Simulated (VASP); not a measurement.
**SiO2: single point with LDA**

The system is SiO2.

```xyz
24
Lattice="-4.9266 4.9266 4.9266 4.9266 -4.9266 4.9266 4.9266 4.9266 -4.9266" Properties=species:S:1:pos:R:3 pbc="T T T"
Si    1.5451    1.5451    1.5451
Si    1.5451   -1.5451    1.5451
Si    1.5451    1.5451   -1.5451
Si   -1.5451    1.5451    1.5451
Si    3.3816    3.3816   -3.3816
Si   -3.3816    3.3816    3.3816
Si    3.3816   -3.3816    3.3816
Si    3.3816    3.3816    3.3816
O     2.4633    2.4633    2.4633
O     2.4633   -2.4633    2.4633
O     2.4633    2.4633   -2.4633
O    -2.4633    2.4633    2.4633
O     1.8623    1.8623    0.0000
O     1.8623    0.0000    1.8623
O    -3.0644    4.9266    3.0644
O     4.9266   -3.0644    3.0644
O     0.0000    1.8623    1.8623
O     3.0644   -3.0644    4.9266
O    -3.0644    3.0644    4.9266
O     3.0644    4.9266   -3.0644
O     4.9266    3.0644    3.0644
O     3.0644    4.9266    3.0644
O     4.9266    3.0644   -3.0644
O     3.0644    3.0644    4.9266
```

```yaml
Program: VASP 6.6.1
Task: single point
Functional: LDA
Potentials_or_basis: VASP PAW LDA potentials, release 64 (Si, O)
Cutoff: 520 eV
k_mesh: 4 × 4 × 4
Occupations: gaussian, width 0.02 eV
Spin: no spin polarisation
Dipole_correction: no
Further_INCAR_settings: LREAL = Auto; ALGO = Normal; EDIFF = 1e-06; NBANDS = 82
```

```json
{
 "Pressure": "0.4 GPa",
 "Largest force": "0.076 eV/Å",
 "Band gap on the k mesh": "5.52 eV"
}
```

Forces in eV/Å, atoms in the order of the input:
```
Si   0.044  0.044  0.044
Si   0.044 -0.044  0.044
Si   0.044  0.044 -0.044
Si  -0.044  0.044  0.044
Si  -0.044 -0.044  0.044
Si   0.044 -0.044 -0.044
Si  -0.044  0.044 -0.044
Si  -0.044 -0.044 -0.044
O    0.000  0.000  0.000
O    0.000  0.000  0.000
O    0.000  0.000  0.000
O    0.000  0.000  0.000
O    0.010  0.010  0.000
O    0.010  0.000  0.010
O    0.010  0.000 -0.010
O    0.000  0.010 -0.010
O    0.000  0.010  0.010
O   -0.010  0.010  0.000
O    0.010 -0.010  0.000
O   -0.010  0.000  0.010
O    0.000 -0.010 -0.010
O   -0.010  0.000 -0.010
O    0.000 -0.010  0.010
O   -0.010 -0.010  0.000
```

Levels at points of the mesh, in eV from the valence-band top:
```tsv
k point	band 61	band 62	band 63	band 64	band 65	band 66	band 67	band 68
(0.00, 0.00, 0.00)	-0.12	-0.12	-0.12	0.00	5.52	7.46	8.31	8.31
(0.50, 0.00, 0.00)	-0.44	-0.35	-0.23	-0.01	6.24	6.94	7.63	8.28
(0.50, 0.50, 0.50)	-0.77	-0.17	-0.17	-0.02	6.67	7.54	7.54	7.54
```

It took 14 min on 1 thread of Oxide Virtual Turin-like Processor (shared host), peak memory 0.48 GiB.

A k mesh can miss the band edges.
